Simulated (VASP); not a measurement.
Input of a VASP 6.6.1 run:

Contents of INCAR:

```
ALGO = Fast ; EDIFF = 1E-6
ENCUT = 520 ; ISIF = 2
ISMEAR = 0 ; LASPH = True
LCHARG = True ; LELF = True
LREAL = False ; LVHAR = True
LWAVE = False ; NBANDS = 11
NELM = 100 ; PREC = Accurate
SIGMA = 0.15
```

KPOINTS

```
k-points
0
Gamma
  20 20 20
```

POSCAR

```
Pt
1.0
    0.0000000000      1.9468328700      1.8446241443
    1.9468328700      0.0000000000      1.8446241443
    1.9468328700      1.9468328700      0.0000000000
Pt
1
Direct
    0.0000000000      0.0000000000      0.0000000000
```

Potentials or basis: VASP PAW LDA potentials, release 64 (Pt).

The run is started by

```sh
$ cat potpaw_LDA.64/Pt/POTCAR > POTCAR
$ mpirun -np 1 vasp_std > vasp.out
```

Question: What does it give for the band gap on the k mesh?

Answer: Zero (bands 5 and 6 overlap by 2.80 eV).

Question: Predict the pressure.

Answer: 20.8 GPa.

Stress tensor (GPa, compression positive):
```
18.88  0.00  0.00
 0.00 18.88  0.00
 0.00  0.00 24.50
```

Caveat: the cell differs from its parent crystal (normal strain along x +0.0000, normal strain along z -0.0525); the cell stands under pressure; spin-orbit coupling is left out, which moves the levels of the heavy elements.
